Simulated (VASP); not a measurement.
# Al3InAs4 (I-42m) in VASP: further runs

Al3InAs4 is run at these levels: PBE; tasks: single point, relaxation of cell and atoms.

Everything below comes from runs of VASP 6.6.1. Logs are shortened: lines on timing, memory, paths and dates and some standing lists are left out, and cuts for length are marked.

### 1 The cell of the first run

It takes space group I-42m (No. 121, tetragonal). Conventional cell: a = 5.837 Å, b = 5.837 Å, c = 11.656 Å, α = 90.00°, β = 90.00°, γ = 90.00°. Al (site symmetry -4) has 4 As at 2.49 Å within 3.3 Å. Al (site symmetry -42m) has 4 As at 2.48 Å within 3.3 Å. In (site symmetry -42m) has 4 As at 2.65 Å within 3.5 Å. As (site symmetry m) has 3 Al at 2.48 to 2.49 Å and 1 In at 2.65 Å within 3.3 Å.

### 2 Single point, PBE

INCAR reads:

```
SYSTEM = Al3InAs4
PREC     = Accurate       ! precision mode
ENCUT    = 520            ! plane-wave cutoff, eV
EDIFF    = 1E-7           ! SCF threshold, eV
ISMEAR   = 0              ! smearing method
SIGMA    = 0.01           ! smearing width, eV
LREAL    = .False.        ! projectors in reciprocal space
LASPH    = .True.         ! aspherical terms in the spheres
NELM     = 80             ! most SCF steps
ALGO     = Normal         ! electronic algorithm
ISIF     = 2              ! what is computed and relaxed
LWAVE    = .False.        ! write WAVECAR
LCHARG   = .False.        ! write CHGCAR
GGA      = PE             ! functional
NBANDS   = 31             ! bands
```

KPOINTS reads:

```
regular mesh
0
Gamma
  8 8 8
  0 0 0
```

POSCAR reads:

```
Al3InAs4
1.0
   -2.9185528939      2.9185528939      5.8281291959
    2.9185528939     -2.9185528939      5.8281291959
    2.9185528939      2.9185528939     -5.8281291959
Al In As
3 1 4
Direct
    0.7500000000      0.2500000000      0.5000000000
    0.5000000000      0.5000000000      0.0000000000
    0.2500000000      0.7500000000      0.5000000000
    0.0000000000      0.0000000000      0.0000000000
    0.8670788336      0.3939377804      0.0000000000
    0.6060622196      0.6060622196      0.4731410532
    0.3939377804      0.8670788336      0.0000000000
    0.1329211664      0.1329211664      0.5268589468
```

Potentials or basis: VASP PAW PBE potentials, release 64 (Al, In_d, As).

Run with:

```bash
cat potpaw_PBE.64/Al/POTCAR potpaw_PBE.64/In_d/POTCAR potpaw_PBE.64/As/POTCAR > POTCAR
mpirun -np 1 vasp_std > vasp.out
```

OUTCAR:

```text
SYSTEM = Al3InAs4
   PREC = Accurate
   ENCUT = 520
   EDIFF = 1E-7
   ISMEAR = 0
   LREAL = .False.
   LASPH = .True.
   NELM = 80
   ISIF = 2
   GGA = PE

 ion  position               nearest neighbor table
   1  0.750  0.250  0.500-   6 2.49   5 2.49   7 2.49   8 2.49
   2  0.500  0.500  0.000-   8 2.48   7 2.48   5 2.48   6 2.48
   3  0.250  0.750  0.500-   6 2.49   7 2.49   5 2.49   8 2.49
   4  0.000  0.000  0.000-   8 2.65   6 2.65   7 2.65   5 2.65
   5  0.867  0.394  0.000-   2 2.48   3 2.49   1 2.49   4 2.65
   6  0.606  0.606  0.473-   2 2.48   1 2.49   3 2.49   4 2.65
   7  0.394  0.867  0.000-   2 2.48   1 2.49   3 2.49   4 2.65
   8  0.133  0.133  0.527-   2 2.48   1 2.49   3 2.49   4 2.65

  LATTYP: Found a body centered tetragonal cell.
 ALAT       =     5.8371057878
 C/A-ratio  =     1.9969243004

  Lattice vectors:

 A1 = (  -2.9185528939,   2.9185528939,   5.8281291959)
 A2 = (   2.9185528939,  -2.9185528939,   5.8281291959)
 A3 = (   2.9185528939,   2.9185528939,  -5.8281291959)

Analysis of symmetry for initial positions (statically):
=====================================================================
 Subroutine PRICEL returns:
 Original cell was already a primitive cell.

 Routine SETGRP: Setting up the symmetry group for a
 body centered tetragonal supercell.

 Subroutine GETGRP returns: Found  8 space group operations
 (whereof  8 operations were pure point group operations)
 out of a pool of 16 trial point group operations.

The static configuration has the point symmetry D_2d.

Analysis of symmetry for dynamics (positions and initial velocities):
=====================================================================
 Subroutine PRICEL returns:
 Original cell was already a primitive cell.

 Routine SETGRP: Setting up the symmetry group for a
 body centered tetragonal supercell.

 Subroutine GETGRP returns: Found  8 space group operations
 (whereof  8 operations were pure point group operations)
 out of a pool of 16 trial point group operations.

The dynamic configuration has the point symmetry D_2d.

 Subroutine INISYM returns: Found  8 space group operations
 (whereof  8 operations are pure point group operations),
 and found     1 'primitive' translations

----------------------------------------------------------------------------------------

                                     Primitive cell

  volume of cell :     198.5749

  direct lattice vectors                    reciprocal lattice vectors
    -2.918552894  2.918552894  5.828129196     0.000000000  0.171317779  0.085790823
     2.918552894 -2.918552894  5.828129196     0.171317779  0.000000000  0.085790823
     2.918552894  2.918552894 -5.828129196     0.171317779  0.171317779  0.000000000

  length of vectors
     7.141637901  7.141637901  7.141637901     0.191598139  0.191598139  0.242279927

  position of ions in fractional coordinates (direct lattice)
     0.750000000  0.250000000  0.500000000
     0.500000000  0.500000000  0.000000000
     0.250000000  0.750000000  0.500000000
     0.000000000  0.000000000  0.000000000
     0.867078834  0.393937780  0.000000000
     0.606062220  0.606062220  0.473141053
     0.393937780  0.867078834  0.000000000
     0.132921166  0.132921166  0.526858947

  ion indices of the primitive-cell ions
   primitive index   ion index
                 1           1
                 2           2
                 3           3
                 4           4
                 5           5
                 6           6
                 7           7
                 8           8

----------------------------------------------------------------------------------------

 KPOINTS: regular mesh

Automatic generation of k-mesh.
 Grid dimensions read from file:
 generate k-points for:    8    8    8

 Generating k-lattice:

  Cartesian coordinates                     Fractional coordinates (reciprocal lattice)
     0.000000000  0.021414722  0.010723853     0.125000000  0.000000000  0.000000000
     0.021414722  0.000000000  0.010723853     0.000000000  0.125000000  0.000000000
     0.021414722  0.021414722  0.000000000     0.000000000  0.000000000  0.125000000

  Length of vectors
     0.023949767  0.023949767  0.030284991

  Shift w.r.t. Gamma in fractional coordinates (k-lattice)
     0.000000000  0.000000000  0.000000000

 Subroutine IBZKPT returns following result:
 ===========================================

 Found     59 irreducible k-points:

 Following reciprocal coordinates:
            Coordinates               Weight
  0.000000  0.000000  0.000000      1.000000
  0.125000  0.000000  0.000000      8.000000
  0.250000  0.000000  0.000000      8.000000
  0.375000  0.000000 -0.000000      8.000000
  0.500000  0.000000  0.000000      4.000000
  0.125000  0.125000  0.000000      8.000000
[... 16 lines left out ...]
  0.250000  0.125000  0.125000     16.000000
  0.375000  0.125000  0.125000      8.000000
 [... further k-points ...]
   k-points           NKPTS =     59   k-points in BZ     NKDIM =     59   number of bands    NBANDS=     31
   number of dos      NEDOS =    301   number of ions     NIONS =      8
   total plane-waves  NPLWV = 157464
   dimension x,y,z NGX =    54 NGY =   54 NGZ =   54
   dimension x,y,z NGXF=   108 NGYF=  108 NGZF=  108
   ions per type =               3   1   4
   NGX,Y,Z   is equivalent  to a cutoff of  12.57, 12.57, 12.57 a.u.
   NGXF,Y,Z  is equivalent  to a cutoff of  25.14, 25.14, 25.14 a.u.
 SYSTEM =  Al3InAs4
   PREC   = accura    normal or accurate (medium, high low for compatibility)
   ISTART =      0    job   : 0-new  1-cont  2-samecut
   ICHARG =      2    charge: 1-file 2-atom 10-const
   ISPIN  =      1    spin polarized calculation?
   LNONCOLLINEAR =      F non collinear calculations
   LSORBIT =      F    spin-orbit coupling
   LASPH  =      T    aspherical Exc in radial PAW
   ENCUT  =  520.0 eV  38.22 Ry    6.18 a.u.  13.28 13.28 13.28*2*pi/ulx,y,z
   NELM   =     80;   NELMIN=  2; NELMDL= -5     # of ELM steps
   EDIFF  = 0.1E-06   stopping-criterion for ELM
   LREAL  =      F    real-space projection
   EDIFFG = 0.1E-05   stopping-criterion for IOM
   NSW    =      0    number of steps for IOM
   IBRION =     -1    ionic relax: 0-MD 1-quasi-New 2-CG
   NFREE  =      0    steps in history (QN), initial steepest desc. (CG)
   ISIF   =      2    stress and relaxation
   ISYM   =      2    0-nonsym 1-usesym 2-fastsym
   POTIM  = 0.5000    time-step for ionic-motion
   TEBEG  =    0.0;   TEEND  =   0.0 temperature during run
   PSTRESS=    0.0 pullay stress
   NELECT =      42.0000    total number of electrons
   NUPDOWN=      -1.0000    fix difference up-down
   EMIN   =  10.00;   EMAX   =-10.00  energy-range for DOS
   EFERMI =   0.00;   METHOD = LEGACY
   ISMEAR =     0;   SIGMA  =   0.01  broadening in eV -4-tet -1-fermi 0-gaus
   EFERMI_NEDOS =   21; number of points for ismear=-14 and -15
   IALGO  =     38    algorithm
   IMIX   =      4    mixing-type and parameters
     AMIX     =   0.40;   BMIX     =  1.00
     AMIX_MAG =   1.60;   BMIX_MAG =  1.00
  volume/ion in A,a.u.               =      24.82       167.51
  Fermi-wavevector in a.u.,A,eV,Ry     =   0.975401  1.843240 12.944678  0.951407
  Thomas-Fermi vector in A             =   2.105937
   LORBIT       =      0    0 simple, 1 ext, 2 COOP (PROOUT), +10 PAW based schemes
   GGA     = PE    functional components
   LHFCALC =     F    Hartree Fock is set to
   AEXX    =    0.0000 exact exchange contribution
   IVDW    =     0    specifies the selected vdW correction
   LEPSILON=     F    determine dielectric tensor
   LRPA    =     F    only Hartree local field effects (RPA)
 non-spin polarized calculation
 Gauss-broadening in eV      SIGMA  =   0.01
  energy-cutoff  :      520.00
  volume of cell :      198.57
 maximum number of plane-waves:      5397
 NGX is ok and might be reduce to    54
   NGX = 27   NGY = 27   NGZ = 27

 number of electron      42.0000004 magnetization

 Free energy of the ion-electron system (eV)
  ---------------------------------------------------
  ext. energy  EPLUGINS =         0.00000000
  ---------------------------------------------------
  free energy    TOTEN  =       -35.84069398 eV

  energy without entropy =      -35.84069398  energy(sigma->0) =      -35.84069398

 E-fermi :   3.7898     XC(G=0):  -8.9187

 val. band max:        3.7237009115   @ k =   0.0000   0.0000   0.0000
 cond. band min:       4.8742498818   @ k =   0.0000   0.0000   0.0000
 fundamental gap:      1.1505489703
 Fermi energy:         3.7897925838

 k-point     1 :       0.0000    0.0000    0.0000
  band No.  band energies     occupation
      1     -10.3338      2.00000
      2     -10.3309      2.00000
      3     -10.3309      2.00000
      4     -10.2210      2.00000
      5     -10.2169      2.00000
      6      -7.9085      2.00000
[... 23 lines left out ...]
     30       8.7721      0.00000
     31       8.9832      0.00000

 k-point     2 :       0.1250    0.0000    0.0000
  band No.  band energies     occupation
      1     -10.3343      2.00000
      2     -10.3313      2.00000
      3     -10.3312      2.00000
      4     -10.2208      2.00000
      5     -10.2167      2.00000
      6      -7.8468      2.00000
[... 23 lines left out ...]
     30       8.5532      0.00000
     31       8.9898      0.00000

 k-point     3 :       0.2500    0.0000    0.0000
  band No.  band energies     occupation
      1     -10.3355      2.00000
      2     -10.3325      2.00000
      3     -10.3319      2.00000
      4     -10.2204      2.00000
      5     -10.2163      2.00000
      6      -7.6663      2.00000
[... 703 lines left out ...]
     30       8.9263      0.00000
     31       9.4742      0.00000

 k-point    24 :       0.3750    0.1250    0.1250
  band No.  band energies     occupation
      1     -10.3397      2.00000
      2     -10.3345      2.00000
      3     -10.3336      2.00000
      4     -10.2189      2.00000
      5     -10.2156      2.00000
      6      -6.9193      2.00000
[... 23 lines left out ...]
     30       9.0643      0.00000
     31       9.3092      0.00000

 [... further k-points ...]

------------------------ aborting loop because EDIFF is reached ----------------------------------------

  FORCE on cell =-STRESS in cart. coord.  units (eV):
  Direction    XX          YY          ZZ          XY          YZ          ZX
  --------------------------------------------------------------------------------------
  -------------------------------------------------------------------------------------
  Total        0.1506451      0.1506451      0.1500210      0.0000000     -0.0000000      0.0000000
  in kB        1.2154619      1.2154619      1.2104260      0.0000000     -0.0000000      0.0000000
  external PRESSURE =       1.2137833 kB  Pullay stress =       0.0000000 kB

 VOLUME and BASIS-vectors are now :
 -----------------------------------------------------------------------------
  energy-cutoff  :      520.00
  volume of cell :      198.57
      direct lattice vectors                 reciprocal lattice vectors
    -2.918552894  2.918552894  5.828129196     0.000000000  0.171317779  0.085790823
     2.918552894 -2.918552894  5.828129196     0.171317779  0.000000000  0.085790823
     2.918552894  2.918552894 -5.828129196     0.171317779  0.171317779  0.000000000

 POSITION                                       TOTAL-FORCE (eV/Angst)
 -----------------------------------------------------------------------------------
     -0.00000      2.91855      2.91406         0.000000     -0.000000     -0.000000
      0.00000      0.00000      5.82813         0.000000      0.000000     -0.000000
      2.91855     -0.00000      2.91406        -0.000000      0.000000     -0.000000
      0.00000      0.00000      0.00000        -0.000000      0.000000     -0.000000
     -1.38089      1.38089      7.34937        -0.001646      0.001646     -0.001878
      1.38089      1.38089      4.30689         0.001646      0.001646      0.001878
      1.38089     -1.38089      7.34937         0.001646     -0.001646     -0.001878
      1.53767      1.53767     -1.52124        -0.001646     -0.001646      0.001878
 -----------------------------------------------------------------------------------
    total drift:                               -0.000000     -0.000000     -0.000000

  FREE ENERGIE OF THE ION-ELECTRON SYSTEM (eV)
  ---------------------------------------------------
  free  energy   TOTEN  =       -35.8406939821 eV

  energy  without entropy=      -35.8406939821  energy(sigma->0) =      -35.84069398
```

It took 7.9 min on 1 thread of Intel Xeon Platinum 8488C (Sapphire Rapids), shared host; peak memory 0.61 GiB.

Results:

| Item | Value |
| --- | --- |
| Free energy | -35.8407 eV |
| Pressure | 0.1 GPa |
| Band gap on the k mesh | 1.15 eV |

Forces in eV/Å, atoms in the order of the input:
```
Al   0.000  0.000  0.000
Al   0.000  0.000  0.000
Al   0.000  0.000  0.000
In   0.000  0.000  0.000
As  -0.002  0.002 -0.002
As   0.002  0.002  0.002
As   0.002 -0.002 -0.002
As  -0.002 -0.002  0.002
```

Caveat: spin-orbit coupling is left out, which moves the levels of the heavy elements. A k mesh can miss the band edges.

(Continued in part 2 of 2.)
